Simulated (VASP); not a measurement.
Input of a VASP 6.6.1 run:

The input INCAR:

```
  AGGAC = 1.0
  AGGAX = 1.0
  ALDAC = 0.0
  ALDAX = 1.0
  ALGO = Normal
  EDIFF = 1E-6
  ENCUT = 520
  GGA = B5
  ISIF = 2
  ISMEAR = -1
  ISPIN = 2
  IVDW = 12
  LASPH = True
  LCHARG = False
  LMAXMIX = 4
  LORBIT = 11
  LREAL = False
  LWAVE = False
  MAGMOM = 1.5 0
  NBANDS = 18
  NELM = 150
  PREC = Accurate
  SIGMA = 0.1
  VDW_A1 = 0.4298
  VDW_A2 = 4.2359
  VDW_S6 = 1.0
  VDW_S8 = 2.6996
```

Contents of KPOINTS:

```
k-points
0
Gamma
  12 12 12
```

POSCAR

```
VH
1.0
    0.0000000000      1.9250075975      1.9250075975
    1.9250075975      0.0000000000      1.9250075975
    1.9250075975      1.9250075975      0.0000000000
V H
1 1
Direct
    0.0000000000      0.0000000000      0.0000000000
    0.5000000000      0.5000000000      0.5000000000
```

Potentials or basis: VASP PAW PBE potentials, release 64 (V_sv, H).

Run with:

```console
$ cat potpaw_PBE.64/V_sv/POTCAR potpaw_PBE.64/H/POTCAR > POTCAR
$ mpirun -np 1 vasp_std > vasp.out
```

Question: Predict the pressure.

Answer: 0.3 GPa.

Question: Predict the dispersion energy per atom.

Answer: -0.980 eV.

Question: Predict the band gap on the k mesh.

Answer: Zero (filled and empty bands overlap).

Question: Predict the net moment.

Answer: 0.00 μB per cell.

Caveat: the moments typed at the start vanished in this run; the PAW data sets were made with another functional, which shifts forces and pressure a little.
